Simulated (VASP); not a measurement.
# Sb in VASP: a series of runs

The runs below take Sb through single point, with PBEsol.

Program: VASP 6.6.1. These are calculated values, not measurements. Logs are shortened: lines on timing, memory, paths and dates and some standing lists are left out, and cuts for length are marked.

**1. The cell of the first run**

The structure is trigonal, space group P-3m1 (No. 164). Conventional cell: a = 3.369 Å, b = 3.369 Å, c = 5.330 Å, α = 90.00°, β = 90.00°, γ = 120.00°. Sb (site symmetry 3m) has 12 Sb at 3.26 to 3.37 Å within 4.3 Å.

**2. Single point, PBEsol (one atom moved)**

File INCAR:

```
PREC = Accurate
ENCUT = 520
EDIFF = 1E-6
ISMEAR = 0
SIGMA = 0.1
LREAL = False
LASPH = True
NELM = 100
ALGO = Normal
ISIF = 2
LWAVE = False
LCHARG = False
GGA = PS
NBANDS = 12
```

File KPOINTS:

```
regular mesh
0
Gamma
  12 12 8
```

File POSCAR:

```
Sb
1.0
    3.3690001795      0.0000000000      0.0000000000
   -1.6845000898      2.9176397408      0.0000000000
    0.0000000000      0.0000000000      5.3300000000
Sb
2
Direct
    0.3333333333      0.6666666667      0.2500000000
    0.6666666667      0.3333333333      0.7584427767
```

Potentials or basis: VASP PAW PBE potentials, release 64 (Sb).

The run is started by

```console
$ cat potpaw_PBE.64/Sb/POTCAR > POTCAR
$ mpirun -np 1 vasp_std > vasp.out
```

OUTCAR:

```text
PREC = Accurate
   ENCUT = 520
   EDIFF = 1E-6
   ISMEAR = 0
   LREAL = False
   LASPH = True
   NELM = 100
   ISIF = 2
   GGA = PS

 ion  position               nearest neighbor table
   1  0.333  0.667  0.250-   2 3.26   2 3.26   2 3.26   2 3.34   2 3.34   2 3.34
   2  0.667  0.333  0.758-   1 3.26   1 3.26   1 3.26   1 3.34   1 3.34   1 3.34

  LATTYP: Found a hexagonal cell.
 ALAT       =     3.3690001795
 C/A-ratio  =     1.5820717471

  Lattice vectors:

 A1 = (   3.3690001795,   0.0000000000,   0.0000000000)
 A2 = (  -1.6845000898,   2.9176397408,   0.0000000000)
 A3 = (   0.0000000000,   0.0000000000,   5.3300000000)

Analysis of symmetry for initial positions (statically):
=====================================================================
 Subroutine PRICEL returns:
 Original cell was already a primitive cell.

 Routine SETGRP: Setting up the symmetry group for a
 hexagonal supercell.

 Subroutine GETGRP returns: Found 12 space group operations
 (whereof  6 operations were pure point group operations)
 out of a pool of 24 trial point group operations.

The static configuration has the point symmetry C_3v.
 The point group associated with its full space group is D_3d.

Analysis of symmetry for dynamics (positions and initial velocities):
=====================================================================
 Subroutine PRICEL returns:
 Original cell was already a primitive cell.

 Routine SETGRP: Setting up the symmetry group for a
 hexagonal supercell.

 Subroutine GETGRP returns: Found 12 space group operations
 (whereof  6 operations were pure point group operations)
 out of a pool of 24 trial point group operations.

The dynamic configuration has the point symmetry C_3v.
 The point group associated with its full space group is D_3d.

 Subroutine INISYM returns: Found 12 space group operations
 (whereof  6 operations are pure point group operations),
 and found     1 'primitive' translations

----------------------------------------------------------------------------------------

                                     Primitive cell

  volume of cell :      52.3914

  direct lattice vectors                    reciprocal lattice vectors
     3.369000179  0.000000000  0.000000000     0.296823968  0.171371398  0.000000000
    -1.684500090  2.917639741  0.000000000     0.000000000  0.342742795  0.000000000
     0.000000000  0.000000000  5.330000000     0.000000000  0.000000000  0.187617261

  length of vectors
     3.369000179  3.369000180  5.330000000     0.342742795  0.342742795  0.187617261

  position of ions in fractional coordinates (direct lattice)
     0.333333333  0.666666667  0.250000000
     0.666666667  0.333333333  0.758442777

  ion indices of the primitive-cell ions
   primitive index   ion index
                 1           1
                 2           2

----------------------------------------------------------------------------------------

 KPOINTS: regular mesh

Automatic generation of k-mesh.
 Grid dimensions read from file:
 generate k-points for:   12   12    8

 Generating k-lattice:

  Cartesian coordinates                     Fractional coordinates (reciprocal lattice)
     0.024735331  0.014280950  0.000000000     0.083333333 -0.000000000  0.000000000
     0.000000000  0.028561900  0.000000000     0.000000000  0.083333333  0.000000000
     0.000000000  0.000000000  0.023452158     0.000000000  0.000000000  0.125000000

  Length of vectors
     0.028561900  0.028561900  0.023452158

  Shift w.r.t. Gamma in fractional coordinates (k-lattice)
     0.000000000  0.000000000  0.000000000

 Subroutine IBZKPT returns following result:
 ===========================================

 Found    131 irreducible k-points:

 Following reciprocal coordinates:
            Coordinates               Weight
  0.000000  0.000000  0.000000      1.000000
  0.083333  0.000000  0.000000      6.000000
  0.166667  0.000000  0.000000      6.000000
  0.250000  0.000000  0.000000      6.000000
  0.333333  0.000000  0.000000      6.000000
  0.416667  0.000000  0.000000      6.000000
[... 16 lines left out ...]
  0.166667  0.000000  0.125000      6.000000
  0.000000  0.166667  0.125000      6.000000
 [... further k-points ...]
   k-points           NKPTS =    131   k-points in BZ     NKDIM =    131   number of bands    NBANDS=     12
   number of dos      NEDOS =    301   number of ions     NIONS =      2
   total plane-waves  NPLWV =  31360
   dimension x,y,z NGX =    28 NGY =   28 NGZ =   40
   dimension x,y,z NGXF=    56 NGYF=   56 NGZF=   80
   ions per type =               2
   NGX,Y,Z   is equivalent  to a cutoff of  13.82, 13.82, 12.48 a.u.
   NGXF,Y,Z  is equivalent  to a cutoff of  27.63, 27.63, 24.95 a.u.
 SYSTEM =  unknown system
   PREC   = accura    normal or accurate (medium, high low for compatibility)
   ISTART =      0    job   : 0-new  1-cont  2-samecut
   ICHARG =      2    charge: 1-file 2-atom 10-const
   ISPIN  =      1    spin polarized calculation?
   LNONCOLLINEAR =      F non collinear calculations
   LSORBIT =      F    spin-orbit coupling
   LASPH  =      T    aspherical Exc in radial PAW
   ENCUT  =  520.0 eV  38.22 Ry    6.18 a.u.   6.26  6.26  9.91*2*pi/ulx,y,z
   NELM   =    100;   NELMIN=  2; NELMDL= -5     # of ELM steps
   EDIFF  = 0.1E-05   stopping-criterion for ELM
   LREAL  =      F    real-space projection
   EDIFFG = 0.1E-04   stopping-criterion for IOM
   NSW    =      0    number of steps for IOM
   IBRION =     -1    ionic relax: 0-MD 1-quasi-New 2-CG
   NFREE  =      0    steps in history (QN), initial steepest desc. (CG)
   ISIF   =      2    stress and relaxation
   ISYM   =      2    0-nonsym 1-usesym 2-fastsym
   POTIM  = 0.5000    time-step for ionic-motion
   TEBEG  =    0.0;   TEEND  =   0.0 temperature during run
   PSTRESS=    0.0 pullay stress
   NELECT =      10.0000    total number of electrons
   NUPDOWN=      -1.0000    fix difference up-down
   EMIN   =  10.00;   EMAX   =-10.00  energy-range for DOS
   EFERMI =   0.00;   METHOD = LEGACY
   ISMEAR =     0;   SIGMA  =   0.10  broadening in eV -4-tet -1-fermi 0-gaus
   EFERMI_NEDOS =   21; number of points for ismear=-14 and -15
   IALGO  =     38    algorithm
   IMIX   =      4    mixing-type and parameters
     AMIX     =   0.40;   BMIX     =  1.00
     AMIX_MAG =   1.60;   BMIX_MAG =  1.00
  volume/ion in A,a.u.               =      26.20       176.78
  Fermi-wavevector in a.u.,A,eV,Ry     =   0.942587  1.781231 12.088376  0.888471
  Thomas-Fermi vector in A             =   2.070211
   LORBIT       =      0    0 simple, 1 ext, 2 COOP (PROOUT), +10 PAW based schemes
   GGA     = PS    functional components
   LHFCALC =     F    Hartree Fock is set to
   AEXX    =    0.0000 exact exchange contribution
   IVDW    =     0    specifies the selected vdW correction
   LEPSILON=     F    determine dielectric tensor
   LRPA    =     F    only Hartree local field effects (RPA)
 non-spin polarized calculation
 Gauss-broadening in eV      SIGMA  =   0.10
  energy-cutoff  :      520.00
  volume of cell :       52.39
 maximum number of plane-waves:      1448
 NGX is ok and might be reduce to    28
   NGX = 13   NGY = 13   NGZ = 19

 number of electron      10.0000000 magnetization

 Free energy of the ion-electron system (eV)
  ---------------------------------------------------
  ext. energy  EPLUGINS =         0.00000000
  ---------------------------------------------------
  free energy    TOTEN  =        -8.67819322 eV

  energy without entropy =       -8.67258114  energy(sigma->0) =       -8.67538718

 E-fermi :   8.7039     XC(G=0): -10.4503

 val. band max:        8.6890942887   @ k =  -0.0833   0.2500   0.3750
 cond. band min:       8.7307754400   @ k =   0.3333   0.0833   0.2500
 fundamental gap:      0.0416811512
 Fermi energy:         8.7039149553

 k-point     1 :       0.0000    0.0000    0.0000
  band No.  band energies     occupation
      1      -4.4263      2.00000
      2      -0.1893      2.00000
      3       2.7971      2.00000
      4      12.0728      0.00000
      5      12.0728      0.00000
      6      13.8747      0.00000
      7      13.8747      0.00000
      8      14.8157      0.00000
      9      16.1583      0.00000
     10      17.5612      0.00000
     11      18.6636      0.00000
     12      18.6636      0.00000

 k-point     2 :       0.0833    0.0000    0.0000
  band No.  band energies     occupation
      1      -4.3041      2.00000
      2      -0.0845      2.00000
      3       2.9252      2.00000
      4      10.8652      0.00000
      5      11.6129      0.00000
      6      13.2502      0.00000
      7      14.0224      0.00000
      8      14.5946      0.00000
      9      16.6013      0.00000
     10      17.3479      0.00000
     11      18.6745      0.00000
     12      19.1923      0.00000

 k-point     3 :       0.1667    0.0000    0.0000
  band No.  band energies     occupation
      1      -3.9387      2.00000
      2       0.2206      2.00000
      3       3.3062      2.00000
      4       8.7500      0.51491
      5      10.7760      0.00000
      6      11.8044      0.00000
      7      13.7942      0.00000
      8      13.9163      0.00000
      9      15.3652      0.00000
     10      17.9957      0.00000
     11      18.4408      0.00000
     12      19.2169      0.00000
[... 286 lines left out ...]
 k-point    23 :       0.1667    0.0000    0.1250
  band No.  band energies     occupation
      1      -3.8558      2.00000
      2      -0.2198      2.00000
      3       3.9021      2.00000
      4       8.8376      0.05875
      5      10.8565      0.00000
      6      11.5431      0.00000
      7      13.4551      0.00000
      8      13.7097      0.00000
      9      15.4721      0.00000
     10      17.6055      0.00000
     11      18.0220      0.00000
     12      19.0206      0.00000

 k-point    24 :       0.0000    0.1667    0.1250
  band No.  band energies     occupation
      1      -3.8558      2.00000
      2      -0.2199      2.00000
      3       3.9027      2.00000
      4       8.8380      0.05790
      5      10.8549      0.00000
      6      11.5285      0.00000
      7      13.4966      0.00000
      8      13.7136      0.00000
      9      15.4091      0.00000
     10      17.6688      0.00000
     11      18.0031      0.00000
     12      19.0370      0.00000

 [... further k-points ...]

------------------------ aborting loop because EDIFF is reached ----------------------------------------

  FORCE on cell =-STRESS in cart. coord.  units (eV):
  Direction    XX          YY          ZZ          XY          YZ          ZX
  --------------------------------------------------------------------------------------
  -------------------------------------------------------------------------------------
  Total       -0.3532205     -0.3532205      0.5579761      0.0000000      0.0000000      0.0000000
  in kB      -10.8018112    -10.8018112     17.0634282      0.0000000      0.0000000      0.0000000
  external PRESSURE =      -1.5133981 kB  Pullay stress =       0.0000000 kB

 VOLUME and BASIS-vectors are now :
 -----------------------------------------------------------------------------
  energy-cutoff  :      520.00
  volume of cell :       52.39
      direct lattice vectors                 reciprocal lattice vectors
     3.369000179  0.000000000  0.000000000     0.296823968  0.171371398  0.000000000
    -1.684500090  2.917639741  0.000000000     0.000000000  0.342742795  0.000000000
     0.000000000  0.000000000  5.330000000     0.000000000  0.000000000  0.187617261

 POSITION                                       TOTAL-FORCE (eV/Angst)
 -----------------------------------------------------------------------------------
     -0.00000      1.94509      1.33250         0.000000      0.000000      0.068222
      1.68450      0.97255      4.04250        -0.000000     -0.000000     -0.068222
 -----------------------------------------------------------------------------------
    total drift:                               -0.000000     -0.000000     -0.000001

  FREE ENERGIE OF THE ION-ELECTRON SYSTEM (eV)
  ---------------------------------------------------
  free  energy   TOTEN  =        -8.6781932224 eV

  energy  without entropy=       -8.6725811386  energy(sigma->0) =       -8.67538718
```

Wall time 75 s (1 thread of Intel Xeon 8259CL, shared host); peak memory 0.22 GiB.

Results:

| Item | Value |
| --- | --- |
| Free energy | -8.6782 eV |
| Pressure | -0.2 GPa |
| Largest force | 0.068 eV/Å |
| Band gap on the k mesh | zero (bands 5 and 6 overlap by 7.38 eV) |

Forces on the atoms (eV/Å):
```
Sb   0.000  0.000  0.068
Sb   0.000  0.000 -0.068
```

Caveat: the cell differs from its parent crystal (one atom moved); the PAW data sets were made with another functional, which shifts forces and pressure a little; spin-orbit coupling is left out, which moves the levels of the heavy elements.

**3. Single point, PBEsol (strained)**

File INCAR:

```
  PREC = Accurate
  ENCUT = 520
  EDIFF = 1E-6
  ISMEAR = 0
  SIGMA = 0.1
  LREAL = False
  LASPH = True
  NELM = 60
  ALGO = Normal
  ISIF = 2
  LWAVE = False
  LCHARG = False
  GGA = PS
  NBANDS = 12
```

File KPOINTS:

```
Automatic mesh
0
Gamma
  15 15 8
```

File POSCAR:

```
Sb
1.0
    3.4920360661      0.0000000000      0.0000000000
   -1.7460180331      3.0241919441      0.0000000000
    0.0000000000      0.0000000000      5.3647516000
Sb
2
Direct
    0.3333333333      0.6666666667      0.2500000000
    0.6666666667      0.3333333333      0.7500000000
```

Potentials or basis: VASP PAW PBE potentials, release 64 (Sb).

The run is started by

```console
$ cat potpaw_PBE.64/Sb/POTCAR > POTCAR
$ mpirun -np 1 vasp_std > vasp.out
```

OUTCAR:

```text
PREC = Accurate
   ENCUT = 520
   EDIFF = 1E-6
   ISMEAR = 0
   LREAL = False
   LASPH = True
   NELM = 60
   ISIF = 2
   GGA = PS

 ion  position               nearest neighbor table
   1  0.333  0.667  0.250-   2 3.36   2 3.36   2 3.36   2 3.36   2 3.36   2 3.36
   2  0.667  0.333  0.750-   1 3.36   1 3.36   1 3.36   1 3.36   1 3.36   1 3.36

  LATTYP: Found a hexagonal cell.
 ALAT       =     3.4920360661
 C/A-ratio  =     1.5362818420

  Lattice vectors:

 A1 = (   3.4920360661,   0.0000000000,   0.0000000000)
 A2 = (  -1.7460180331,   3.0241919441,   0.0000000000)
 A3 = (   0.0000000000,   0.0000000000,   5.3647516000)

Analysis of symmetry for initial positions (statically):
=====================================================================
 Subroutine PRICEL returns:
 Original cell was already a primitive cell.

 Routine SETGRP: Setting up the symmetry group for a
 hexagonal supercell.

 Subroutine GETGRP returns: Found 24 space group operations
 (whereof 12 operations were pure point group operations)
 out of a pool of 24 trial point group operations.

[... 179 lines left out ...]
      4      10.4374      0.00000
      5      10.4374      0.00000
      6      12.1793      0.00000
      7      12.1793      0.00000
      8      13.4665      0.00000
      9      14.4460      0.00000
     10      16.2386      0.00000
     11      17.2043      0.00000
     12      17.2043      0.00000
[... 331 lines left out ...]
 k-point    24 :       0.4000    0.2000    0.0000
  band No.  band energies     occupation
      1      -1.2972      2.00000
      2      -0.2686      2.00000
      3       3.7723      2.00000
      4       5.6804      2.00000
      5       5.7784      2.00000
      6       6.0387      2.00000
      7       7.5927      1.77029
      8       8.6308      0.00000
      9      12.2584      0.00000
     10      15.3409      0.00000
     11      19.2513      0.00000
     12      19.7092      0.00000

 [... further k-points ...]

------------------------ aborting loop because EDIFF is reached ----------------------------------------

  FORCE on cell =-STRESS in cart. coord.  units (eV):
  Direction    XX          YY          ZZ          XY          YZ          ZX
  --------------------------------------------------------------------------------------
  -------------------------------------------------------------------------------------
  Total       -1.7526457     -1.7526457     -1.2466118      0.0000000     -0.0000000      0.0000000
  in kB      -49.5640779    -49.5640779    -35.2536518      0.0000000     -0.0000000      0.0000000
  external PRESSURE =     -44.7939359 kB  Pullay stress =       0.0000000 kB

 VOLUME and BASIS-vectors are now :
 -----------------------------------------------------------------------------
  energy-cutoff  :      520.00
  volume of cell :       56.65
      direct lattice vectors                 reciprocal lattice vectors
     3.492036066  0.000000000  0.000000000     0.286365885  0.165333421  0.000000000
    -1.746018033  3.024191944  0.000000000     0.000000000  0.330666842  0.000000000
     0.000000000  0.000000000  5.364751600     0.000000000  0.000000000  0.186401920

 POSITION                                       TOTAL-FORCE (eV/Angst)
 -----------------------------------------------------------------------------------
     -0.00000      2.01613      1.34119         0.000000      0.000000      0.000000
      1.74602      1.00806      4.02356        -0.000000      0.000000      0.000000
 -----------------------------------------------------------------------------------
    total drift:                                0.000000     -0.000000      0.000000

  FREE ENERGIE OF THE ION-ELECTRON SYSTEM (eV)
  ---------------------------------------------------
  free  energy   TOTEN  =        -8.5950445371 eV

  energy  without entropy=       -8.5874777235  energy(sigma->0) =       -8.59126113
```

stdout:

```text
POSCAR found type information on POSCAR Sb
 POSCAR found :  1 types and       2 ions
 scaLAPACK will be used
 -----------------------------------------------------------------------------
|                                                                             |
|                                                                             |
|     You enforced a specific xc type in the INCAR file but a different       |
|     I HOPE YOU KNOW WHAT YOU ARE DOING!                                     |
|                                                                             |
 -----------------------------------------------------------------------------

 LDA part: xc-table for (Slater+PW92), standard interpolation
 POSCAR, INCAR and KPOINTS ok, starting setup
 FFT: planning ... GRIDC
 FFT: planning ... GRID_SOFT
 FFT: planning ... GRID
 WAVECAR not read
 entering main loop
```

Run time: 85 s. Hardware: 1 thread of Intel Xeon 8259CL, shared host; peak memory 0.23 GiB.

Results:

* Free energy: -8.5950 eV
* Pressure: -4.5 GPa
* Band gap on the k mesh: zero (bands 5 and 6 overlap by 6.56 eV)

Stress tensor (GPa, compression positive):
```
-4.96  0.00  0.00
 0.00 -4.96  0.00
 0.00  0.00 -3.53
```

Caveat: the cell differs from its parent crystal (strained); the cell stands under tension; the PAW data sets were made with another functional, which shifts forces and pressure a little; spin-orbit coupling is left out, which moves the levels of the heavy elements.
